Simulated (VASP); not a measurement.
Runs of VASP 6.6.1 on NiO. The structure is that of space group Fm-3m (No. 225), or close to it. The cells are those of the table. 

```csv
cell,gap on the mesh (eV),pressure (GPa),moment (μB)
"a = 3.002 Å, angles 60.0°, 2 atoms",none,-3.8,(b)
"a = 2.978, b = 2.978, c = 2.963 Å, angles 60.2, 60.2, 59.7°, 2 atoms",none,0.9,(d)
"a = 2.993, b = 2.993, c = 2.963 Å, angles 60.3, 60.3, 59.3°, 2 atoms",none,-0.7,(a)
"a = 2.948, b = 2.948, c = 2.963 Å, angles 59.8, 59.8, 60.3°, 2 atoms",none,4.6,1.69
"a = 2.933, b = 2.933, c = 2.963 Å, angles 59.7, 59.7, 60.7°, 2 atoms",none,6.7,1.66
"a = 3.008, b = 3.008, c = 2.963 Å, angles 60.5, 60.5, 59.0°, 2 atoms",none,(c),1.78
"a = 2.943 Å, angles 60.0°, 2 atoms",none,6.6,1.66
"a = 2.923 Å, angles 60.0°, 2 atoms",none,10.7,1.60
```

Alike in all rows: task single point; level PBE; potentials or basis VASP PAW PBE potentials, release 64 (Ni, O); spin collinear, ferromagnetic start; k mesh 19 × 19 × 19; cutoff (eV) 520; smearing fermi-dirac 0.05 eV.

Question: Estimate the missing entries.

Answer: (a) 1.76; (b) 1.81; (c) -2.1; (d) 1.74.

Caveats: a cell with one magnetic atom can't hold antiferromagnetic order, which such compounds often take; semilocal functionals often make such compounds metallic where correlation or magnetic order opens a gap, which also shifts bond lengths; the cell stands under pressure (at least some runs); the cell stands under tension (at least some runs).

A gap of «none» marks levels without a gap at the run's occupations.
